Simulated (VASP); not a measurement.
Here is a VASP 6.6.1 calculation.

The input POSCAR:

```
Sb
1.0
    3.3146519632      0.0000000000      0.0000000000
   -1.6573259816      2.8705728048      0.0000000000
    0.0000000000      0.0000000000      5.5062180836
Sb
2
Direct
    0.3333333333      0.6666666667      0.2500000000
    0.6666666667      0.3333333333      0.7500000000
```

Contents of INCAR.step1:

```
PREC = Accurate
ENCUT = 520
ISMEAR = 0
SIGMA = 0.15
LREAL = False
LASPH = True
NELM = 80
NBANDS = 12
GGA = PE
ALGO = Normal
EDIFF = 1E-4
LWAVE = True
LCHARG = False
```

Contents of INCAR.step2:

```
PREC = Accurate
ENCUT = 520
EDIFF = 1E-6
ISMEAR = 0
SIGMA = 0.15
LREAL = False
LASPH = True
NELM = 80
ALGO = Normal
ISIF = 2
LWAVE = False
LCHARG = False
METAGGA = R2SCAN
LMIXTAU = True
NBANDS = 12
ISTART = 1
```

Contents of KPOINTS:

```
regular mesh
0
Gamma
  18 18 10
```

Potentials or basis: VASP PAW PBE potentials, release 64 (Sb).

The run is started by

```bash
$ cat potpaw_PBE.64/Sb/POTCAR > POTCAR
$ cp INCAR.step1 INCAR
$ mpirun -np 1 vasp_std > vasp.out
$ cp INCAR.step2 INCAR
$ mpirun -np 1 vasp_std > vasp.out
```

(1) What does it give for the band gap on the k mesh?

(2) What does it give for the pressure?

Answers

(1) zero (band 5 reaches 13.80 eV, above the bottom of band 6 at 5.28 eV).

(2) 2.2 GPa.

Caveat: the PAW data sets were made with another functional, which shifts forces and pressure a little; spin-orbit coupling is left out, which moves the levels of the heavy elements.
